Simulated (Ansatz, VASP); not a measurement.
InSe: VASP beside Ansatz

```
CELL_PARAMETERS angstrom
2.02000 1.16625 8.31667
-2.02000 1.16625 8.31667
0.00000 -2.33249 8.31667
ATOMIC_POSITIONS crystal
In 0.00000 0.00000 0.00000
In 0.11220 0.11220 0.11220
Se 0.61550 0.61550 0.61550
Se 0.83000 0.83000 0.83000
```

Change from the starting cell: equal xx and yy strain of +1 %.

Alike in both runs: task single point; functional PBE; k mesh 7 × 7 × 7; occupations fermi-dirac, width 0.01 eV; no spin polarisation.

```csv
,VASP,Ansatz
version,VASP 6.6.1,Ansatz 0.2.0
potentials or method,"VASP PAW PBE potentials, release 64 (In_d, Se), cutoff 520 eV","all-electron LAPW, scalar-relativistic"
```

|  | VASP | Ansatz | Ansatz less VASP |
| --- | --- | --- | --- |
| gap on the k mesh at the Fermi level (eV) | 0.66 | 0.67 | +0.012 |
| pressure (GPa) | 1.8 | 1.8 | -0.03 |
| rms of the force components (eV/Å) | 0.030 | 0.023 | -0.0076 |

Atom by atom the forces differ by 0.008 eV/Å (rms over components). Ansatz ran all-electron here, and VASP with PAW potentials.
